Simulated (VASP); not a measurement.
A run of VASP 6.6.1:

The input INCAR:

```
PREC = Accurate ; ENCUT = 700
EDIFF = 1E-6 ; ISMEAR = 0
SIGMA = 0.02 ; LREAL = False
LASPH = True ; NELM = 200
ALGO = Normal ; ISIF = 2
LWAVE = False ; LCHARG = False
LMAXMIX = 4 ; LDAU = True
LDAUTYPE = 2 ; LDAUL = 2 -1
LDAUU = 3.32 0 ; LDAUJ = 0 0
LDAUPRINT = 1 ; GGA = PE
NBANDS = 18 ; GGA_COMPAT = False
```

The input KPOINTS:

```
Automatic mesh
0
Gamma
  12 12 12
```

The input POSCAR:

```
CoO
1.0
   -1.4876192741      1.4876192741      2.0787701130
    1.4876192741     -1.4876192741      2.0787701130
    1.4876192741      1.4876192741     -2.0787701130
Co O
1 1
Direct
    0.0000000000      0.0000000000      0.0000000000
    0.5000000000      0.5000000000      0.0000000000
```

Potentials or basis: VASP PAW PBE potentials, release 64 (Co_sv, O).

Command:

```console
$ cat potpaw_PBE.64/Co_sv/POTCAR potpaw_PBE.64/O/POTCAR > POTCAR
$ mpirun -np 1 vasp_std > vasp.out
```

Hardware: 1 thread of Intel(R) Xeon(R) Platinum 8488C (Sapphire Rapids), with other jobs on the host.

Task: How long does it take, and how much memory?

Result: Run time: 61 s on 1 thread of Intel(R) Xeon(R) Platinum 8488C (Sapphire Rapids), on a shared host, peak memory 0.21 GiB. Counts: scf iterations 15, k points 163.
